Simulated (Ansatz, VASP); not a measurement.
**AlN: VASP beside Ansatz**

```
Al N
1.0
     0.00000    2.18399    2.18399
     2.18399    0.00000    2.18399
     2.18399    2.18399    0.00000
Al N
1 1
Direct
  0.00000 0.00000 0.00000
  0.25000 0.25000 0.25000
```

Alike in both runs: functional r2SCAN0; k mesh 5 × 5 × 5; occupations fermi-dirac, width 0.05 eV; no spin polarisation.

|  | VASP | Ansatz |
| --- | --- | --- |
| version | VASP 6.6.1 | Ansatz 0.2.0 |
| potentials or method | VASP PAW PBE potentials, release 64 (Al, N) | Ansatz PAW |
| plane-wave cutoff (eV) | 520 | 500 |
| valence electrons in the cell | 8 | 8 |
| task | single point | band structure |

Ansatz gave:

* gap on the k mesh at the Fermi level (eV): 6.33
* pressure (GPa): -3.0

Task: What did VASP give for the same quantities?

Result: gap on the k mesh at the Fermi level (eV): 6.35; pressure (GPa): -3.2.

VASP's potentials were made for PBE, not for r2SCAN0.

The k mesh is coarse, so the values compare programs but aren't converged.
